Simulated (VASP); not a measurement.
# SiC5 (P-6m2) in VASP: notebook

The runs below take SiC5 through single point, relaxation of cell and atoms, with PBE.

Program: VASP 6.6.1. These are calculated values, not measurements. Logs are shortened: lines on timing, memory, paths and dates and some standing lists are left out, and cuts for length are marked.

## Step 1: The cell of the first run

It takes space group P-6m2 (No. 187, hexagonal). Conventional cell: a = 2.518 Å, b = 2.518 Å, c = 8.001 Å, α = 90.00°, β = 90.00°, γ = 120.00°. Si (site symmetry -6m2) has 2 C at 2.00 Å and 6 Si at 2.52 Å within 2.6 Å. C (site symmetry 3m) has 3 C at 1.54 Å and 1 Si at 2.00 Å within 2.1 Å. Within 2.0 Å of C (site symmetry 3m) lie 4 C at 1.48 to 1.54 Å. C (site symmetry -6m2) has 2 C at 1.48 Å within 2.0 Å.

## Step 2: Single point, PBE

Input file INCAR:

```
SYSTEM = SiC5
ALGO = Normal ; EDIFF = 1E-6
ENCUT = 520 ; GGA = PE
ISIF = 2 ; ISMEAR = 0
LASPH = .TRUE. ; LCHARG = .TRUE.
LELF = .TRUE. ; LREAL = .FALSE.
LVHAR = .TRUE. ; LWAVE = .FALSE.
NBANDS = 21 ; NELM = 80
PREC = Accurate ; SIGMA = 0.1
```

Input file KPOINTS:

```
k-points
0
G
  18 18 6
  0 0 0
```

Input file POSCAR:

```
SiC5
1.0
    2.5181288046      0.0000000000      0.0000000000
   -1.2590644023      2.1807635147      0.0000000000
    0.0000000000      0.0000000000      8.0012390884
Si C
1 5
Direct
    0.3333333333      0.6666666667      0.0000000000
    0.3333333333      0.6666666667      0.2494066040
    0.3333333333      0.6666666667      0.7505933960
    0.6666666667      0.3333333333      0.3146559625
    0.6666666667      0.3333333333      0.5000000000
    0.6666666667      0.3333333333      0.6853440375
```

Potentials or basis: VASP PAW PBE potentials, release 64 (Si, C).

Command:

```bash
cat potpaw_PBE.64/Si/POTCAR potpaw_PBE.64/C/POTCAR > POTCAR
mpirun -np 1 vasp_std > vasp.out
```

OUTCAR:

```text
SYSTEM = SiC5
   EDIFF = 1E-6
   ENCUT = 520
   GGA = PE
   ISIF = 2
   ISMEAR = 0
   LASPH = .TRUE.
   LREAL = .FALSE.
   NELM = 80
   PREC = Accurate

 ion  position               nearest neighbor table
   1  0.333  0.667  0.000-   2 2.00   3 2.00
   2  0.333  0.667  0.249-   4 1.54   4 1.54   4 1.54   1 2.00
   3  0.333  0.667  0.751-   6 1.54   6 1.54   6 1.54   1 2.00
   4  0.667  0.333  0.315-   5 1.48   2 1.54   2 1.54   2 1.54
   5  0.667  0.333  0.500-   4 1.48   6 1.48
   6  0.667  0.333  0.685-   5 1.48   3 1.54   3 1.54   3 1.54

  LATTYP: Found a hexagonal cell.
 ALAT       =     2.5181288046
 C/A-ratio  =     3.1774542564

  Lattice vectors:

 A1 = (   2.5181288046,   0.0000000000,   0.0000000000)
 A2 = (  -1.2590644023,   2.1807635147,   0.0000000000)
 A3 = (   0.0000000000,   0.0000000000,   8.0012390884)

Analysis of symmetry for initial positions (statically):
=====================================================================
 Subroutine PRICEL returns:
 Original cell was already a primitive cell.

 Routine SETGRP: Setting up the symmetry group for a
 hexagonal supercell.

 Subroutine GETGRP returns: Found 12 space group operations
 (whereof 12 operations were pure point group operations)
 out of a pool of 24 trial point group operations.

The static configuration has the point symmetry D_3h.

Analysis of symmetry for dynamics (positions and initial velocities):
=====================================================================
 Subroutine PRICEL returns:
 Original cell was already a primitive cell.

 Routine SETGRP: Setting up the symmetry group for a
 hexagonal supercell.

 Subroutine GETGRP returns: Found 12 space group operations
 (whereof 12 operations were pure point group operations)
 out of a pool of 24 trial point group operations.

The dynamic configuration has the point symmetry D_3h.

 Subroutine INISYM returns: Found 12 space group operations
 (whereof 12 operations are pure point group operations),
 and found     1 'primitive' translations

----------------------------------------------------------------------------------------

                                     Primitive cell

  volume of cell :      43.9384

  direct lattice vectors                    reciprocal lattice vectors
     2.518128805  0.000000000  0.000000000     0.397120274  0.229277497  0.000000000
    -1.259064402  2.180763515  0.000000000     0.000000000  0.458554994  0.000000000
     0.000000000  0.000000000  8.001239088     0.000000000  0.000000000  0.124980642

  length of vectors
     2.518128805  2.518128805  8.001239088     0.458554994  0.458554994  0.124980642

  position of ions in fractional coordinates (direct lattice)
     0.333333333  0.666666667  0.000000000
     0.333333333  0.666666667  0.249406604
     0.333333333  0.666666667  0.750593396
     0.666666667  0.333333333  0.314655962
     0.666666667  0.333333333  0.500000000
     0.666666667  0.333333333  0.685344038

  ion indices of the primitive-cell ions
   primitive index   ion index
                 1           1
                 2           2
                 3           3
                 4           4
                 5           5
                 6           6

----------------------------------------------------------------------------------------

 KPOINTS: k-points

Automatic generation of k-mesh.
 Grid dimensions read from file:
 generate k-points for:   18   18    6

 Generating k-lattice:

  Cartesian coordinates                     Fractional coordinates (reciprocal lattice)
     0.022062237  0.012737639  0.000000000     0.055555556  0.000000000  0.000000000
     0.000000000  0.025475277  0.000000000     0.000000000  0.055555556  0.000000000
     0.000000000  0.000000000  0.020830107     0.000000000  0.000000000  0.166666667

  Length of vectors
     0.025475277  0.025475277  0.020830107

  Shift w.r.t. Gamma in fractional coordinates (k-lattice)
     0.000000000  0.000000000  0.000000000

 Subroutine IBZKPT returns following result:
 ===========================================

 Found    148 irreducible k-points:

 Following reciprocal coordinates:
            Coordinates               Weight
  0.000000  0.000000  0.000000      1.000000
  0.055556 -0.000000  0.000000      6.000000
  0.111111 -0.000000  0.000000      6.000000
  0.166667  0.000000  0.000000      6.000000
  0.222222  0.000000  0.000000      6.000000
  0.277778  0.000000  0.000000      6.000000
[... 16 lines left out ...]
  0.333333  0.111111  0.000000     12.000000
  0.388889  0.111111  0.000000     12.000000
 [... further k-points ...]
   k-points           NKPTS =    148   k-points in BZ     NKDIM =    148   number of bands    NBANDS=     21
   number of dos      NEDOS =    301   number of ions     NIONS =      6
   total plane-waves  NPLWV =  24000
   dimension x,y,z NGX =    20 NGY =   20 NGZ =   60
   dimension x,y,z NGXF=    40 NGYF=   40 NGZF=  120
   ions per type =               1   5
   NGX,Y,Z   is equivalent  to a cutoff of  13.20, 13.20, 12.47 a.u.
   NGXF,Y,Z  is equivalent  to a cutoff of  26.41, 26.41, 24.93 a.u.
 SYSTEM =  SiC5
   PREC   = accura    normal or accurate (medium, high low for compatibility)
   ISTART =      0    job   : 0-new  1-cont  2-samecut
   ICHARG =      2    charge: 1-file 2-atom 10-const
   ISPIN  =      1    spin polarized calculation?
   LNONCOLLINEAR =      F non collinear calculations
   LSORBIT =      F    spin-orbit coupling
   LASPH  =      T    aspherical Exc in radial PAW
   ENCUT  =  520.0 eV  38.22 Ry    6.18 a.u.   4.68  4.68 14.88*2*pi/ulx,y,z
   NELM   =     80;   NELMIN=  2; NELMDL= -5     # of ELM steps
   EDIFF  = 0.1E-05   stopping-criterion for ELM
   LREAL  =      F    real-space projection
   EDIFFG = 0.1E-04   stopping-criterion for IOM
   NSW    =      0    number of steps for IOM
   IBRION =     -1    ionic relax: 0-MD 1-quasi-New 2-CG
   NFREE  =      0    steps in history (QN), initial steepest desc. (CG)
   ISIF   =      2    stress and relaxation
   ISYM   =      2    0-nonsym 1-usesym 2-fastsym
   POTIM  = 0.5000    time-step for ionic-motion
   TEBEG  =    0.0;   TEEND  =   0.0 temperature during run
   PSTRESS=    0.0 pullay stress
   NELECT =      24.0000    total number of electrons
   NUPDOWN=      -1.0000    fix difference up-down
   EMIN   =  10.00;   EMAX   =-10.00  energy-range for DOS
   EFERMI =   0.00;   METHOD = LEGACY
   ISMEAR =     0;   SIGMA  =   0.10  broadening in eV -4-tet -1-fermi 0-gaus
   EFERMI_NEDOS =   21; number of points for ismear=-14 and -15
   IALGO  =     38    algorithm
   IMIX   =      4    mixing-type and parameters
     AMIX     =   0.40;   BMIX     =  1.00
     AMIX_MAG =   1.60;   BMIX_MAG =  1.00
  volume/ion in A,a.u.               =       7.32        49.42
  Fermi-wavevector in a.u.,A,eV,Ry     =   1.338230  2.528887 24.366112  1.790859
  Thomas-Fermi vector in A             =   2.466716
   LORBIT       =      0    0 simple, 1 ext, 2 COOP (PROOUT), +10 PAW based schemes
   GGA     = PE    functional components
   LHFCALC =     F    Hartree Fock is set to
   AEXX    =    0.0000 exact exchange contribution
   IVDW    =     0    specifies the selected vdW correction
   LEPSILON=     F    determine dielectric tensor
   LRPA    =     F    only Hartree local field effects (RPA)
 non-spin polarized calculation
 Gauss-broadening in eV      SIGMA  =   0.10
  energy-cutoff  :      520.00
  volume of cell :       43.94
 maximum number of plane-waves:      1200
 NGX is ok and might be reduce to    20
   NGX =  9   NGY =  9   NGZ = 29

 number of electron      24.0000002 magnetization

 Free energy of the ion-electron system (eV)
  ---------------------------------------------------
  ext. energy  EPLUGINS =         0.00000000
  ---------------------------------------------------
  free energy    TOTEN  =       -46.91159259 eV

  energy without entropy =      -46.90530435  energy(sigma->0) =      -46.90844847

 E-fermi :   9.4502     XC(G=0): -12.4786

 val. band max:        9.4452540789   @ k =   0.1667   0.0556   0.5000
 cond. band min:       9.4789003645   @ k =   0.2778   0.2222   0.5000
 fundamental gap:      0.0336462855
 Fermi energy:         9.4502445253

 k-point     1 :       0.0000    0.0000    0.0000
  band No.  band energies     occupation
      1     -10.9263      2.00000
      2     -10.0472      2.00000
      3      -5.8183      2.00000
      4      -1.8046      2.00000
      5      -1.7315      2.00000
      6       5.8602      2.00000
[... 13 lines left out ...]
     20      18.7241      0.00000
     21      19.8944      0.00000

 k-point     2 :       0.0556   -0.0000    0.0000
  band No.  band energies     occupation
      1     -10.8514      2.00000
      2      -9.9736      2.00000
      3      -5.7397      2.00000
      4      -1.7389      2.00000
      5      -1.6555      2.00000
      6       5.8695      2.00000
[... 13 lines left out ...]
     20      18.9456      0.00000
     21      19.9774      0.00000

 k-point     3 :       0.1111   -0.0000    0.0000
  band No.  band energies     occupation
      1     -10.6270      2.00000
      2      -9.7531      2.00000
      3      -5.5059      2.00000
      4      -1.5445      2.00000
      5      -1.4288      2.00000
      6       5.8133      2.00000
[... 13 lines left out ...]
     20      19.2716      0.00000
     21      20.2458      0.00000
[... 457 lines left out ...]
 k-point    23 :       0.3333    0.1111    0.0000
  band No.  band energies     occupation
      1      -7.2190      2.00000
      2      -6.3620      2.00000
      3      -2.7280      2.00000
      4      -1.2376      2.00000
      5      -0.8538      2.00000
      6       1.4147      2.00000
[... 13 lines left out ...]
     20      18.6821      0.00000
     21      21.2249      0.00000

 k-point    24 :       0.3889    0.1111    0.0000
  band No.  band energies     occupation
      1      -6.3376      2.00000
      2      -5.4428      2.00000
      3      -3.2033      2.00000
      4      -2.3824      2.00000
      5      -0.8695      2.00000
      6       1.7421      2.00000
[... 13 lines left out ...]
     20      18.8276      0.00000
     21      20.6418      0.00000

 [... further k-points ...]

------------------------ aborting loop because EDIFF is reached ----------------------------------------

  FORCE on cell =-STRESS in cart. coord.  units (eV):
  Direction    XX          YY          ZZ          XY          YZ          ZX
  --------------------------------------------------------------------------------------
  -------------------------------------------------------------------------------------
  Total        0.0880516      0.0880516      0.1199160      0.0000000      0.0000000     -0.0000000
  in kB        3.2107331      3.2107331      4.3726421      0.0000000      0.0000000     -0.0000000
  external PRESSURE =       3.5980361 kB  Pullay stress =       0.0000000 kB

 VOLUME and BASIS-vectors are now :
 -----------------------------------------------------------------------------
  energy-cutoff  :      520.00
  volume of cell :       43.94
      direct lattice vectors                 reciprocal lattice vectors
     2.518128805  0.000000000  0.000000000     0.397120274  0.229277497  0.000000000
    -1.259064402  2.180763515  0.000000000     0.000000000  0.458554994  0.000000000
     0.000000000  0.000000000  8.001239088     0.000000000  0.000000000  0.124980642

 POSITION                                       TOTAL-FORCE (eV/Angst)
 -----------------------------------------------------------------------------------
     -0.00000      1.45384      0.00000        -0.000000     -0.000000      0.000000
     -0.00000      1.45384      1.99556         0.000000     -0.000000     -0.022217
     -0.00000      1.45384      6.00568         0.000000     -0.000000      0.022217
      1.25906      0.72692      2.51764        -0.000000      0.000000     -0.010449
      1.25906      0.72692      4.00062        -0.000000     -0.000000      0.000000
      1.25906      0.72692      5.48360         0.000000      0.000000      0.010449
 -----------------------------------------------------------------------------------
    total drift:                               -0.000000      0.000000      0.000000

  FREE ENERGIE OF THE ION-ELECTRON SYSTEM (eV)
  ---------------------------------------------------
  free  energy   TOTEN  =       -46.9115925877 eV

  energy  without entropy=      -46.9053043521  energy(sigma->0) =      -46.90844847
```

Wall time 56 s (1 thread of Intel Xeon 6975P-C (Granite Rapids), shared host); peak memory 0.23 GiB.

What came out:

| Item | Value |
| --- | --- |
| Free energy | -46.9116 eV |
| Pressure | 0.4 GPa |
| Largest force | 0.022 eV/Å |
| Band gap on the k mesh | zero (bands 12 and 13 overlap by 5.82 eV) |

Forces in eV/Å, atoms in the order of the input:
```
Si   0.000  0.000  0.000
C    0.000  0.000 -0.022
C    0.000  0.000  0.022
C    0.000  0.000 -0.010
C    0.000  0.000  0.000
C    0.000  0.000  0.010
```

## Step 3: Relaxation of cell and atoms, PBE

Input file INCAR:

```
SYSTEM = SiC5
PREC = Accurate
ENCUT = 600
EDIFF = 1E-6
ISMEAR = 0
SIGMA = 0.1
LREAL = .False.
LASPH = .True.
NELM = 100
ALGO = Normal
ISIF = 3
LWAVE = .False.
LCHARG = .False.
GGA = PE
IBRION = 2
NSW = 100
EDIFFG = -0.01
```

Input file KPOINTS:

```
regular mesh
0
Gamma
  18 18 6
  0 0 0
```

Input file POSCAR:

```
SiC5
1.0
    2.5184663559      0.0000000000      0.0000000000
   -1.2592331780      2.1810558428      0.0000000000
    0.0000000000      0.0000000000      7.9960346820
Si C
1 5
Direct
    0.3333333333      0.6666666667      0.0000000000
    0.3333333333      0.6666666667      0.2496020085
    0.3333333333      0.6666666667      0.7503979915
    0.6666666667      0.3333333333      0.3138762358
    0.6666666667      0.3333333333      0.5000000000
    0.6666666667      0.3333333333      0.6861237642
```

Potentials or basis: VASP PAW PBE potentials, release 64 (Si, C).

Command:

```bash
cat potpaw_PBE.64/Si/POTCAR potpaw_PBE.64/C/POTCAR > POTCAR
mpirun -np 1 vasp_std > vasp.out
```

OUTCAR:

```text
SYSTEM = SiC5
   PREC = Accurate
   ENCUT = 600
   EDIFF = 1E-6
   ISMEAR = 0
   LREAL = .False.
   LASPH = .True.
   NELM = 100
   ISIF = 3
   GGA = PE
   IBRION = 2
   NSW = 100
   EDIFFG = -0.01

 ion  position               nearest neighbor table
   1  0.333  0.667  0.000-   2 2.00   3 2.00
   2  0.333  0.667  0.250-   4 1.54   4 1.54   4 1.54   1 2.00
   3  0.333  0.667  0.750-   6 1.54   6 1.54   6 1.54   1 2.00
   4  0.667  0.333  0.314-   5 1.49   2 1.54   2 1.54   2 1.54
   5  0.667  0.333  0.500-   4 1.49   6 1.49
   6  0.667  0.333  0.686-   5 1.49   3 1.54   3 1.54   3 1.54

  LATTYP: Found a hexagonal cell.
 ALAT       =     2.5184663559
 C/A-ratio  =     3.1749618824

  Lattice vectors:

 A1 = (   2.5184663559,   0.0000000000,   0.0000000000)
[... 353 lines left out ...]
  free energy    TOTEN  =       -46.92138910 eV

  energy without entropy =      -46.91512005  energy(sigma->0) =      -46.91825458

 E-fermi :   9.4567     XC(G=0): -12.4816

 val. band max:        9.4520087957   @ k =   0.1667   0.0556   0.5000
 cond. band min:       9.4846883104   @ k =   0.2778   0.2222   0.5000
 fundamental gap:      0.0326795147
 Fermi energy:         9.4566991909

 k-point     1 :       0.0000    0.0000    0.0000
  band No.  band energies     occupation
      1     -10.9201      2.00000
      2     -10.0441      2.00000
      3      -5.8179      2.00000
      4      -1.8016      2.00000
      5      -1.7246      2.00000
      6       5.8682      2.00000
[... 433 lines left out ...]
      3      -3.1972      2.00000
      4      -2.3781      2.00000
      5      -0.8670      2.00000
      6       1.7496      2.00000
[... 8 lines left out ...]
     15      14.4376      0.00000
     16      15.3159      0.00000

 [... further k-points ...]

------------------------ aborting loop because EDIFF is reached ----------------------------------------

  FORCE on cell =-STRESS in cart. coord.  units (eV):
  Direction    XX          YY          ZZ          XY          YZ          ZX
  --------------------------------------------------------------------------------------
  -------------------------------------------------------------------------------------
  Total        0.0109084      0.0109084      0.0439760     -0.0000000     -0.0000000      0.0000000
  in kB        0.3980022      0.3980022      1.6044995     -0.0000000     -0.0000000      0.0000000
  external PRESSURE =       0.8001680 kB  Pullay stress =       0.0000000 kB
[... 21 lines left out ...]
  FREE ENERGIE OF THE ION-ELECTRON SYSTEM (eV)
  ---------------------------------------------------
  free  energy   TOTEN  =       -46.9213891028 eV

  energy  without entropy=      -46.9151200486  energy(sigma->0) =      -46.91825458

 reached required accuracy - stopping structural energy minimisation
```

CONTCAR:

```text
SiC5
   1.00000000000000
     2.5177356695447815    0.0000000000000168   -0.0000000000000000
    -1.2588678348223616    2.1804230498541615    0.0000000000000000
     0.0000000000000000   -0.0000000000000000    7.9990053499632081
  Si              C
     1     5
Direct
     0.3333333332999970    0.6666666667000030    0.0000000000000000
     0.3333333332999970    0.6666666667000030    0.2492094567768511
     0.3333333332999970    0.6666666667000030    0.7507905432231490
     0.6666666667000030    0.3333333332999970    0.3144839660239425
     0.6666666667000030    0.3333333332999970    0.5000000000000000
     0.6666666667000030    0.3333333332999970    0.6855160339760575

  0.00000000E+00  0.00000000E+00  0.00000000E+00
  0.00000000E+00  0.00000000E+00  0.00000000E+00
  0.00000000E+00  0.00000000E+00  0.00000000E+00
  0.00000000E+00  0.00000000E+00  0.00000000E+00
  0.00000000E+00  0.00000000E+00  0.00000000E+00
  0.00000000E+00  0.00000000E+00  0.00000000E+00
```

Wall time 2 min (1 thread of Intel Xeon 6975P-C (Granite Rapids), shared host); peak memory 0.23 GiB.

What came out:

- Free energy: -46.9214 eV
- Relaxed volume: 7.32 Å³/atom
- Relaxed cell: a = 2.518 Å, b = 2.518 Å, c = 7.999 Å, α = 90.00°, β = 90.00°, γ = 120.00°
- Space group after relaxing (to 0.1 Å): P-6m2 (No. 187)
- Energy gained by relaxing: 0.3 meV/atom
- Ionic steps: 5
- Pressure after relaxing: 0.1 GPa
- Largest force after relaxing: 0.008 eV/Å
- Band gap on the k mesh: zero (bands 12 and 13 overlap by 5.83 eV)

Forces in eV/Å, atoms in the order of the input:
```
Si   0.000  0.000  0.000
C    0.000  0.000  0.008
C    0.000  0.000 -0.008
C    0.000  0.000  0.004
C    0.000  0.000  0.000
C    0.000  0.000 -0.004
```

Step by step:
```csv
step,energy change (eV),largest force (eV/Å),pressure (GPa),volume (Å³)
1,0.0000,0.1951,0.10,43.92
2,0.0008,0.2477,-0.39,43.95
3,-0.0015,0.0197,-0.12,43.93
4,-0.0015,0.0042,0.15,43.90
5,-0.0015,0.0084,0.08,43.91
```

Final structure:
```
Si C
1.0
     2.51774    0.00000    0.00000
    -1.25887    2.18042    0.00000
     0.00000    0.00000    7.99901
Si C
1 5
Direct
  0.33333 0.66667 0.00000
  0.33333 0.66667 0.24921
  0.33333 0.66667 0.75079
  0.66667 0.33333 0.31448
  0.66667 0.33333 0.50000
  0.66667 0.33333 0.68552
```

Levels at points of the mesh, in eV from the Fermi level:
```tsv
k point	band 10	band 11	band 12	band 13	band 14	band 15
(0.00, 0.00, 0.00)	-1.72	-1.52	3.46	3.46	6.85	6.85
(0.50, 0.00, 0.00)	-4.94	-3.82	-3.24	2.10	2.15	4.85
(0.00, 0.00, 0.50)	-1.72	0.54	3.47	3.47	5.03	6.78
(0.50, 0.00, 0.50)	-4.96	-4.40	-1.72	1.43	2.15	4.08
```

The gap in the log of VASP goes by the Fermi energy; the results here count the filled bands.